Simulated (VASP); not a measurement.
Here is a VASP 6.6.1 calculation.

The input POSCAR:

```
FeGe
1.0
    3.0161728010      0.0000000000      0.0000000000
    0.0000000000      3.0161728010      0.0000000000
    0.0000000000      0.0000000000      3.0161728010
Fe Ge
1 1
Direct
    0.0000000000      0.0000000000      0.0000000000
    0.4633440200      0.4507515000      0.4535288900
```

Contents of INCAR.step1:

```
  ALGO = Normal
  EDIFF = 1E-4
  ENCUT = 520
  GGA = PE
  ISMEAR = 0
  ISPIN = 2
  LASPH = True
  LCHARG = False
  LMAXMIX = 4
  LREAL = False
  LWAVE = True
  MAGMOM = 4 0
  NBANDS = 22
  NELM = 150
  PREC = Accurate
  SIGMA = 0.05
```

INCAR.step2

```
  ALGO = Normal
  EDIFF = 1E-6
  ENCUT = 520
  ISIF = 2
  ISMEAR = 0
  ISPIN = 2
  ISTART = 1
  LASPH = True
  LCHARG = False
  LMAXMIX = 4
  LMIXTAU = True
  LORBIT = 11
  LREAL = False
  LWAVE = False
  MAGMOM = 4 0
  METAGGA = R2SCAN
  NBANDS = 22
  NELM = 150
  PREC = Accurate
  SIGMA = 0.05
```

KPOINTS

```
k-points
0
Gamma
  3 3 3
```

Potentials or basis: VASP PAW PBE potentials, release 64 (Fe, Ge_d).

Launch:

```console
$ cat potpaw_PBE.64/Fe/POTCAR potpaw_PBE.64/Ge_d/POTCAR > POTCAR
$ cp INCAR.step1 INCAR
$ mpirun -np 1 vasp_std > vasp.out
$ cp INCAR.step2 INCAR
$ mpirun -np 1 vasp_std > vasp.out
```

Question: Estimate the largest force.

Answer: 0.944 eV/Å.

Question: Predict the net moment.

Answer: 1.93 μB per cell.

Question: What does it give for the site moments?

Answer: Fe +1.97; Ge -0.01 μB.

Forces on the atoms (eV/Å):
```
Fe  -0.461 -0.596 -0.569
Ge   0.461  0.596  0.569
```

Caveat: the k points lie up to 0.69 Å⁻¹ apart; the PAW data sets were made with another functional, which shifts forces and pressure a little.
